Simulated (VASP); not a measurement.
# InSe in VASP: single point with LDA

Aim: the single point of InSe with LDA.

All numbers are computed with VASP 6.6.1; they aren't measurements. Logs are shortened: lines on timing, memory, paths and dates and some standing lists are left out, and cuts for length are marked.

**1. The cell of the first run**

The cell holds a sheet with vacuum, 16 atoms: a = 4.000 Å, b = 4.000 Å, c = 84.480 Å, α = 90.00°, β = 90.00°, γ = 120.00°.

**2. Single point, LDA**

File INCAR:

```
  PREC = Accurate
  ENCUT = 520
  EDIFF = 1E-6
  ISMEAR = 0
  SIGMA = 0.02
  LREAL = Auto
  LASPH = T
  NELM = 80
  ALGO = Normal
  ISIF = 2
  LWAVE = F
  LCHARG = F
  LDIPOL = T
  IDIPOL = 3
  DIPOL = 0.5 0.5 0.286
  NBANDS = 90
  KPAR = 4
```

File KPOINTS:

```
regular mesh
0
Gamma
  9 9 1
```

File POSCAR:

```
InSe
1.0
    4.0000000000      0.0000000000      0.0000000000
   -2.0000000000      3.4641016151      0.0000000000
    0.0000000000      0.0000000000     84.4799999969
Se In
8 8
Direct
    0.3333333333      0.6666666667      0.1115720712
    0.3333333333      0.6666666667      0.1736242917
    0.0000000000      0.0000000000      0.2072446760
    0.0000000000      0.0000000000      0.2693443623
    0.6666666667      0.3333333333      0.3028898930
    0.6666666667      0.3333333333      0.3649940665
    0.3333333333      0.6666666667      0.3985696885
    0.3333333333      0.6666666667      0.4606120821
    0.0000000000      0.0000000000      0.1263366452
    0.0000000000      0.0000000000      0.1587964295
    0.6666666667      0.3333333333      0.2220468768
    0.6666666667      0.3333333333      0.2545212436
    0.3333333333      0.6666666667      0.3176972230
    0.3333333333      0.6666666667      0.3501733911
    0.0000000000      0.0000000000      0.4133855424
    0.0000000000      0.0000000000      0.4458430324
```

Potentials or basis: VASP PAW LDA potentials, release 64 (Se, In_d).

Started as:

```bash
> cat potpaw_LDA.64/Se/POTCAR potpaw_LDA.64/In_d/POTCAR > POTCAR
> mpirun -np 4 vasp_std > vasp.out
```

OUTCAR:

```text
PREC = Accurate
   ENCUT = 520
   EDIFF = 1E-6
   ISMEAR = 0
   LREAL = Auto
   LASPH = T
   NELM = 80
   ISIF = 2

 ion  position               nearest neighbor table
   1  0.333  0.667  0.112-   9 2.62   9 2.62   9 2.62
   2  0.333  0.667  0.174-  10 2.63  10 2.63  10 2.63
   3  0.000  0.000  0.207-  11 2.63  11 2.63  11 2.63
   4  0.000  0.000  0.269-  12 2.63  12 2.63  12 2.63
   5  0.667  0.333  0.303-  13 2.63  13 2.63  13 2.63
   6  0.667  0.333  0.365-  14 2.63  14 2.63  14 2.63
   7  0.333  0.667  0.399-  15 2.63  15 2.63  15 2.63
   8  0.333  0.667  0.461-  16 2.62  16 2.62  16 2.62
   9  0.000  0.000  0.126-   1 2.62   1 2.62   1 2.62  10 2.74
  10  0.000  0.000  0.159-   2 2.63   2 2.63   2 2.63   9 2.74
  11  0.667  0.333  0.222-   3 2.63   3 2.63   3 2.63  12 2.74
  12  0.667  0.333  0.255-   4 2.63   4 2.63   4 2.63  11 2.74
  13  0.333  0.667  0.318-   5 2.63   5 2.63   5 2.63  14 2.74
  14  0.333  0.667  0.350-   6 2.63   6 2.63   6 2.63  13 2.74
  15  0.000  0.000  0.413-   7 2.63   7 2.63   7 2.63  16 2.74
  16  0.000  0.000  0.446-   8 2.62   8 2.62   8 2.62  15 2.74

  LATTYP: Found a hexagonal cell.
 ALAT       =     4.0000000000
 C/A-ratio  =    21.1199999992

  Lattice vectors:

 A1 = (   4.0000000000,   0.0000000000,   0.0000000000)
 A2 = (  -2.0000000000,   3.4641016151,   0.0000000000)
 A3 = (   0.0000000000,   0.0000000000,  84.4799999969)

Analysis of symmetry for initial positions (statically):
=====================================================================
 Subroutine PRICEL returns:
 Original cell was already a primitive cell.

 Routine SETGRP: Setting up the symmetry group for a
 hexagonal supercell.

 Subroutine GETGRP returns: Found  6 space group operations
 (whereof  6 operations were pure point group operations)
 out of a pool of 24 trial point group operations.

The static configuration has the point symmetry C_3v.

Analysis of symmetry for dynamics (positions and initial velocities):
=====================================================================
 Subroutine PRICEL returns:
 Original cell was already a primitive cell.

 Routine SETGRP: Setting up the symmetry group for a
 hexagonal supercell.

 Subroutine GETGRP returns: Found  6 space group operations
 (whereof  6 operations were pure point group operations)
 out of a pool of 24 trial point group operations.

The dynamic configuration has the point symmetry C_3v.

[... 124 lines left out ...]
   NELECT =     152.0000    total number of electrons
   NUPDOWN=      -1.0000    fix difference up-down
   EMIN   =  10.00;   EMAX   =-10.00  energy-range for DOS
   EFERMI =   0.00;   METHOD = LEGACY
   ISMEAR =     0;   SIGMA  =   0.02  broadening in eV -4-tet -1-fermi 0-gaus
   EFERMI_NEDOS =   21; number of points for ismear=-14 and -15
   IALGO  =     38    algorithm
   IMIX   =      4    mixing-type and parameters
     AMIX     =   0.40;   BMIX     =  1.00
     AMIX_MAG =   1.60;   BMIX_MAG =  1.00
  volume/ion in A,a.u.               =      73.16       493.72
  Fermi-wavevector in a.u.,A,eV,Ry     =   0.829000  1.566583  9.350481  0.687241
  Thomas-Fermi vector in A             =   1.941472
   LORBIT       =      0    0 simple, 1 ext, 2 COOP (PROOUT), +10 PAW based schemes
   GGA     = CA    functional components
   LHFCALC =     F    Hartree Fock is set to
   AEXX    =    0.0000 exact exchange contribution
   IVDW    =     0    specifies the selected vdW correction
   LEPSILON=     F    determine dielectric tensor
   LRPA    =     F    only Hartree local field effects (RPA)
 non-spin polarized calculation
 Gauss-broadening in eV      SIGMA  =   0.02
  energy-cutoff  :      520.00
  volume of cell :     1170.59
 maximum number of plane-waves:     31713
 NGX is ok and might be reduce to    30
   NGX = 15   NGY = 15   NGZ =315

 dipolmoment           0.000000      0.000000     -0.000886 electrons x Angstroem

 number of electron     151.9999961 magnetization

 dipolmoment           0.000000      0.000000      0.000052 electrons x Angstroem

 Free energy of the ion-electron system (eV)
  ---------------------------------------------------
  ext. energy  EPLUGINS =         0.00000000
  ---------------------------------------------------
  free energy    TOTEN  =       -66.55582522 eV

  energy without entropy =      -66.55582522  energy(sigma->0) =      -66.55582522

 E-fermi :  -1.6480     XC(G=0):  -3.7744

 val. band max:       -1.7544059894   @ k =   0.1111  -0.0000   0.0000
 cond. band min:      -1.2706174895   @ k =   0.0000   0.0000   0.0000
 fundamental gap:      0.4837885000
 Fermi energy:        -1.6479569565

 k-point     1 :       0.0000    0.0000    0.0000
  band No.  band energies     occupation
      1     -16.5167      2.00000
      2     -16.5165      2.00000
      3     -16.5049      2.00000
      4     -16.4993      2.00000
      5     -16.2946      2.00000
      6     -16.2946      2.00000
[... 1081 lines left out ...]
     87       1.6457      0.00000
     88       1.7128      0.00000
 [bands above 88 left out]

------------------------ aborting loop because EDIFF is reached ----------------------------------------

 vacuum level on the upper side and lower side of the slab       (xc-potential included)        -0.086        -0.087

  FORCE on cell =-STRESS in cart. coord.  units (eV):
  Direction    XX          YY          ZZ          XY          YZ          ZX
  --------------------------------------------------------------------------------------
  -------------------------------------------------------------------------------------
  Total       -1.5509803     -1.5509803      0.3702140      0.0000000      0.0000000      0.0000000
  in kB       -2.1228160     -2.1228160      0.5067094      0.0000000      0.0000000      0.0000000
  external PRESSURE =      -1.2463075 kB  Pullay stress =       0.0000000 kB

 VOLUME and BASIS-vectors are now :
 -----------------------------------------------------------------------------
  energy-cutoff  :      520.00
  volume of cell :     1170.59
      direct lattice vectors                 reciprocal lattice vectors
     4.000000000  0.000000000  0.000000000     0.250000000  0.144337567  0.000000000
    -2.000000000  3.464101615  0.000000000     0.000000000  0.288675135  0.000000000
     0.000000000  0.000000000 84.479999997     0.000000000  0.000000000  0.011837121

 POSITION                                       TOTAL-FORCE (eV/Angst)
 -----------------------------------------------------------------------------------
     -0.00000      2.30940      9.42561         0.000000      0.000000     -0.020554
     -0.00000      2.30940     14.66778        -0.000000      0.000000      0.035484
      0.00000      0.00000     17.50803         0.000000     -0.000000     -0.015446
      0.00000      0.00000     22.75421         0.000000     -0.000000      0.024327
      2.00000      1.15470     25.58814        -0.000000      0.000000     -0.033767
      2.00000      1.15470     30.83470         0.000000     -0.000000      0.014525
[... 8 lines left out ...]
      0.00000      0.00000     34.92281        -0.000000      0.000000      0.051318
      0.00000      0.00000     37.66482         0.000000      0.000000     -0.050433
 -----------------------------------------------------------------------------------
    total drift:                               -0.000001      0.000000     -0.060211

  FREE ENERGIE OF THE ION-ELECTRON SYSTEM (eV)
  ---------------------------------------------------
  free  energy   TOTEN  =       -66.5558252182 eV

  energy  without entropy=      -66.5558252182  energy(sigma->0) =      -66.55582522

 vacuum level on the upper side and lower side of the slab         3.663         3.662
```

OSZICAR:

```text
N       E                     dE             d eps       ncg     rms          rms(c)
DAV:   1     0.142527959726E+04    0.14253E+04   -0.62809E+04  2440   0.145E+03
DAV:   2     0.127867474448E+03   -0.12974E+04   -0.12696E+04  2452   0.362E+02
DAV:   3    -0.582795130009E+02   -0.18615E+03   -0.18213E+03  2672   0.180E+02
[... 18 lines left out ...]
DAV:  22    -0.665558184663E+02   -0.57213E-05   -0.12455E-07  1464   0.162E-03    0.393E-04
DAV:  23    -0.665558200928E+02   -0.16266E-05    0.15398E-08  1312   0.115E-03    0.355E-04
DAV:  24    -0.665558229375E+02   -0.28446E-05    0.12209E-08  1384   0.926E-04    0.289E-04
DAV:  25    -0.665558246805E+02   -0.17430E-05    0.26314E-08  1376   0.808E-04    0.186E-04
DAV:  26    -0.665558252182E+02   -0.53769E-06    0.40528E-08  1280   0.421E-04
   1 F= -.66555825E+02 E0= -.66555825E+02  d E =-.416115E-15
```

stdout:

```text
POSCAR found type information on POSCAR SeIn
 POSCAR found :  2 types and      16 ions
 scaLAPACK will be used
 LDA part: xc-table for (Slater(with rela. corr.)+CA(PZ))
 , standard interpolation
 -----------------------------------------------------------------------------
|                                                                             |
|           W    W    AA    RRRRR   N    N  II  N    N   GGGG   !!!           |
|           W    W   A  A   R    R  NN   N  II  NN   N  G    G  !!!           |
|           W    W  A    A  R    R  N N  N  II  N N  N  G       !!!           |
|           W WW W  AAAAAA  RRRRR   N  N N  II  N  N N  G  GGG   !            |
|           WW  WW  A    A  R   R   N   NN  II  N   NN  G    G                |
|           W    W  A    A  R    R  N    N  II  N    N   GGGG   !!!           |
|                                                                             |
|     One of the lattice vectors is very long (>50 A), but AMIN is rather     |
|     large. This can spoil convergence since charge sloshing might occur     |
|     along the long lattice vector. If problems with convergence are         |
|     observed, try to decrease AMIN to a smaller value (e.g. 0.01).          |
|     Note: This warning only applies if the self-consistency cycle is        |
|     used.                                                                   |
|                                                                             |
 -----------------------------------------------------------------------------

 POSCAR, INCAR and KPOINTS ok, starting setup
 FFT: planning ... GRIDC
 FFT: planning ... GRID_SOFT
 FFT: planning ... GRID
 WAVECAR not read
 entering main loop
```

It took 27 min on 4 MPI ranks of Oxide Virtual Turin-like, shared host; peak memory 1.3 GiB.

Results:

* Free energy: -66.5558 eV
* Largest force: 0.051 eV/Å
* Band gap on the k mesh: 0.48 eV (least direct gap 0.55 eV)

Forces on the atoms (eV/Å):
```
Se   0.000  0.000 -0.021
Se   0.000  0.000  0.035
Se   0.000  0.000 -0.015
Se   0.000  0.000  0.024
Se   0.000  0.000 -0.034
Se   0.000  0.000  0.015
Se   0.000  0.000 -0.013
Se   0.000  0.000  0.041
In   0.000  0.000 -0.038
In   0.000  0.000 -0.009
In   0.000  0.000 -0.022
In   0.000  0.000 -0.004
In   0.000  0.000  0.041
In   0.000  0.000 -0.001
In   0.000  0.000  0.051
In   0.000  0.000 -0.050
```

Levels at points of the mesh, in eV from the valence-band top:
| k point | band 72 | band 73 | band 74 | band 75 | band 76 | band 77 | band 78 | band 79 | band 80 | band 81 |
| --- | --- | --- | --- | --- | --- | --- | --- | --- | --- | --- |
| (0.00, 0.00, 0.00) | -1.07 | -1.07 | -1.04 | -0.57 | -0.06 | 0.48 | 0.94 | 1.36 | 1.68 | 2.02 |

Caveat: semilocal functionals underestimate gaps, and a narrow one can read as zero; spin-orbit coupling is left out, which moves the levels of the heavy elements.
